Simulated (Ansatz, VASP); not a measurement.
**Two plane-wave programs on TaTlH4**

```
CELL_PARAMETERS angstrom
3.10735 0.00000 0.00000
0.00000 3.10735 0.00000
0.00000 0.00000 7.17612
ATOMIC_POSITIONS crystal
Ta 0.50000 0.50000 0.50000
Tl 0.00000 0.00000 0.00000
H 0.50000 0.00000 0.33963
H 0.00000 0.50000 0.66037
H 0.50000 0.00000 0.66037
H 0.00000 0.50000 0.33963
```

Alike in both runs: functional PBE; k mesh 4 × 4 × 4; occupations gaussian, width 0.1 eV; no spin polarisation.

Ansatz relaxed the structure, and its values are those at the end. VASP's run is a single point on that final structure, the one shown.

```csv
,VASP,Ansatz
version,VASP 6.6.1,Ansatz 0.2.0
potentials or method,"VASP PAW PBE potentials, release 64 (Ta_pv, Tl_d, H), cutoff 520 eV","scalar-relativistic, plane waves, PAW"
valence electrons in the cell,28,30
```

```csv
,VASP,Ansatz,Ansatz less VASP
gap on the k mesh at the Fermi level (eV),none,none,-
pressure (GPa),0.0,0.1,+0.07
```

A gap of «none» marks a metal or a gap that the smearing closes. VASP's potentials hold 28 valence electrons a cell and Ansatz's 30, so a difference there can come from the potentials and not from the codes.

The k mesh is coarse, so the values compare programs but aren't converged. Neither program's run includes spin-orbit coupling.
